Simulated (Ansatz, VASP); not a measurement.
# Ga: VASP beside Ansatz

File INCAR:

```
SYSTEM = Ga
PREC = Accurate
ENCUT = 520
EDIFF = 1E-6
ISMEAR = -1
SIGMA = 0.08
LREAL = .FALSE.
LASPH = .TRUE.
NELM = 60
ALGO = Normal
ISIF = 2
LWAVE = .FALSE.
LCHARG = .FALSE.
NBANDS = 20
```

File KPOINTS:

```
Automatic mesh
0
G
  12 12 10
  0 0 0
```

POSCAR

```
Ga
1.0
    1.4500000000     -4.0650000000      0.0000000000
    1.4500000000      4.0650000000      0.0000000000
    0.0000000000      0.0000000000      3.2334000000
Ga
2
Direct
    0.8670000000      0.1330000000      0.2500000000
    0.1330000000      0.8670000000      0.7500000000
```

Input for Ansatz:

```yaml
crystal:
  lattice:
    - [1.45, -4.065, 0.0]
    - [1.45, 4.065, 0.0]
    - [0.0, 0.0, 3.2334]
  atoms:
    - { symbol: Ga, position: [0.867, 0.133, 0.25] }
    - { symbol: Ga, position: [0.133, 0.867, 0.75] }
kpoints:
  mp_grid: { grid: [12, 12, 10] }
  band_path:
    path:
      - [0.0, 0.0, 0.0]
      - [-0.5, 0.5, 0.0]
      - [-0.2818093587, 0.7181906413, 0.0]
      - [0.2818093587, 0.2818093587, 0.0]
      - [0.0, 0.0, 0.0]
      - [0.0, 0.0, 0.5]
      - [0.2818093587, 0.2818093587, 0.5]
      - [-0.2818093587, 0.7181906413, 0.5]
      - [-0.5, 0.5, 0.5]
    npoints: 5
scf:
  occupations: { method: fermi_dirac, width: 0.08 }
hamiltonian:
  xc: lda
  pseudopotentials: { kind: all_electron, lapw: { basis_error: 0.001 } }
output:
  forces: true
  stress: true
  eigenvalues: true
```

Change from the starting cell: zz strain of +2 %.

Alike in both runs: task single point; functional LDA; k mesh 12 × 12 × 10; occupations fermi-dirac, width 0.08 eV; no spin polarisation.

```csv
,VASP,Ansatz
version,VASP 6.6.1,Ansatz 0.2.0
potentials or method,"VASP PAW LDA potentials, release 64 (Ga_d), cutoff 520 eV","all-electron LAPW, scalar-relativistic"
```

Ansatz gave:

```
pressure (GPa)                                                : -4.7
traceless stress, the component that is largest in VASP (GPa) : -1.79
rms of the force components (eV/Å)                            : 0.093
```

Task: Which values does VASP return?

Result: Pressure (GPa): -4.7; traceless stress, the component that is largest in VASP (GPa): -1.79; rms of the force components (eV/Å): 0.095.

LDA's correlation is that of Perdew and Zunger in VASP and of Perdew and Wang (1992) in Ansatz. Atom by atom the forces differ by 0.002 eV/Å (rms over components). Ansatz ran all-electron here, and VASP with PAW potentials.
